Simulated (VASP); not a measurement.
Input of a VASP 6.6.1 run:

The input INCAR:

```
SYSTEM = C
  PREC = Accurate
  ENCUT = 520
  EDIFF = 1E-7
  ISMEAR = -1
  SIGMA = 0.1
  LREAL = .FALSE.
  LASPH = .TRUE.
  NELM = 100
  ALGO = Normal
  ISIF = 2
  LWAVE = .FALSE.
  LCHARG = .FALSE.
  GGA = PE
  IVDW = 12
  NBANDS = 11
```

The input KPOINTS:

```
regular mesh
0
G
  14 14 14
  0 0 0
```

Contents of POSCAR:

```
C
1.0
    0.0000000000      2.1457410538      3.3774993173
    1.2388199408      0.0000000000      3.3774993173
    1.2388199408      2.1457410538      0.0000000000
C
2
Direct
    0.1666666667      0.8333333333      0.1666666667
    0.8333333333      0.1666666667      0.8333333333
```

Potentials or basis: VASP PAW PBE potentials, release 64 (C).

Launch:

```bash
$ cat potpaw_PBE.64/C/POTCAR > POTCAR
$ mpirun -np 1 vasp_std > vasp.out
```

Task: Predict the largest force.

Result: 0.021 eV/Å.

Task: Estimate the dispersion energy per atom.

Result: -0.155 eV.

Task: Estimate the pressure.

Result: -3.9 GPa.

Stress tensor (GPa, compression positive):
```
-5.83  0.00  0.00
 0.00 -5.99  0.00
 0.00  0.00  0.21
```

Caveat: three body term missing; the stress differs along the axes, from -6 to 0 GPa.
